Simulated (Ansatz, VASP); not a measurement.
## K4HgGe2 in VASP and in Ansatz

INCAR

```
SYSTEM = K4HgGe2
PREC     = Accurate       ! precision mode
ENCUT    = 600            ! plane-wave cutoff, eV
EDIFF    = 1E-7           ! SCF threshold, eV
ISMEAR   = -1             ! smearing method
SIGMA    = 0.1            ! smearing width, eV
LREAL    = .False.        ! projectors in reciprocal space
LASPH    = .True.         ! aspherical terms in the spheres
NELM     = 80             ! most SCF steps
ALGO     = Normal         ! electronic algorithm
ISIF     = 3              ! what is computed and relaxed
LWAVE    = .False.        ! write WAVECAR
LCHARG   = .False.        ! write CHGCAR
GGA      = PE             ! functional
IVDW     = 13             ! dispersion correction
IBRION   = 2              ! ionic algorithm
NSW      = 60             ! ionic steps
EDIFFG   = -0.01          ! ionic threshold
```

Contents of KPOINTS:

```
regular mesh
0
Gamma
  4 4 4
  0 0 0
```

POSCAR

```
K4HgGe2
1.0
    2.8655670000      4.9633070000      0.0000000000
   -2.8655670000      4.9633070000      0.0000000000
    0.0000000000     -3.3088680000      9.0876820000
K Hg Ge
4 1 2
Direct
    0.3891000000      0.3891000000      0.1673000000
    0.6109000000      0.6109000000      0.8327000000
    0.2080000000      0.2080000000      0.6240000000
    0.7920000000      0.7920000000      0.3760000000
    0.0000000000      0.0000000000      0.0000000000
    0.0883000000      0.0883000000      0.2649000000
    0.9117000000      0.9117000000      0.7351000000
```

Input for Ansatz:

```yaml
crystal:
  lattice:
    - [2.865567, 4.963307, 0.0]
    - [-2.865567, 4.963307, 0.0]
    - [0.0, -3.308868, 9.087682]
  atoms:
    - { symbol: K, position: [0.3891, 0.3891, 0.1673] }
    - { symbol: K, position: [0.6109, 0.6109, 0.8327] }
    - { symbol: Hg, position: [0.0, 0.0, 0.0] }
    - { symbol: Ge, position: [0.0883, 0.0883, 0.2649] }
    - { symbol: Ge, position: [0.9117, 0.9117, 0.7351] }
    - { symbol: K, position: [0.208, 0.208, 0.624] }
    - { symbol: K, position: [0.792, 0.792, 0.376] }
  symmetry: { tolerance: 0.0003 }
kpoints:
  mp_grid: { grid: [4, 4, 4], shift: [0, 0, 0] }
magnetization:
  spin_polarized: false
scf:
  occupations: { method: fermi_dirac }
hamiltonian:
  pseudopotentials: { kind: paw }
  xc: pbe
  dispersion: d4
basis:
  ecutwfc: 420
output:
  forces: true
  stress: true
  eigenvalues: true
relax:
  max_steps: 40
  cell: {}
```

Alike in both runs: task relaxation of cell and atoms; functional PBE; dispersion D4; k mesh 4 × 4 × 4; no spin polarisation.

|  | VASP | Ansatz |
| --- | --- | --- |
| version | VASP 6.6.1 | Ansatz 0.2.0 |
| potentials or method | VASP PAW PBE potentials, release 64 (K_sv, Hg, Ge_d), cutoff 600 eV | PAW plane waves |
| occupations | fermi-dirac, width 0.1 eV | fermi-dirac |
| valence electrons in the cell | 76 | 84 |

```csv
,VASP,Ansatz,Ansatz less VASP
"gap on the k mesh at the Fermi level, each at its own relaxed structure (eV)",none,none,-
relaxed volume (Å³/atom),40.84,40.79,-0.047
relaxed cell length with the largest relative difference (Å),10.214,10.210,-0.0043
```

A gap of «none» marks a metal or a gap that the smearing closes. VASP's potentials hold 76 valence electrons a cell and Ansatz's 84, so a difference there can come from the potentials and not from the codes. Ansatz's warnings: structure snapped to symmetry.

Neither program's run includes spin-orbit coupling.
